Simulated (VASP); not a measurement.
A run of VASP 6.6.1 is set up as follows.

Contents of INCAR:

```
SYSTEM = TiAl
PREC = Accurate
ENCUT = 520
EDIFF = 1E-7
ISMEAR = 0
SIGMA = 0.15
LREAL = .False.
LASPH = .True.
NELM = 150
ALGO = Fast
ISIF = 2
LWAVE = .False.
LCHARG = .False.
ISPIN = 2
MAGMOM = 1 0
LORBIT = 11
NUPDOWN = 1.0
LMAXMIX = 4
GGA = PS
NBANDS = 18
```

KPOINTS

```
regular mesh
0
Gamma
  21 21 12
  0 0 0
```

File POSCAR:

```
TiAl
1.0
    2.9571946349      0.0000000000      0.0000000000
   -1.4785973175      2.5610056778      0.0000000000
    0.0000000000      0.0000000000      4.7970577516
Ti Al
1 1
Direct
    0.0000000000      0.0000000000      0.0000000000
    0.3333333333      0.6666666667      0.5000000000
```

Potentials or basis: VASP PAW PBE potentials, release 64 (Ti_sv, Al).

Launch:

```console
$ cat potpaw_PBE.64/Ti_sv/POTCAR potpaw_PBE.64/Al/POTCAR > POTCAR
$ mpirun -np 1 vasp_std > vasp.out
```

(1) Predict the pressure.

Answers

(1) -9.4 GPa.

Caveat: the PAW data sets were made with another functional, which shifts forces and pressure a little; the total moment is fixed, so each spin has its own Fermi level.
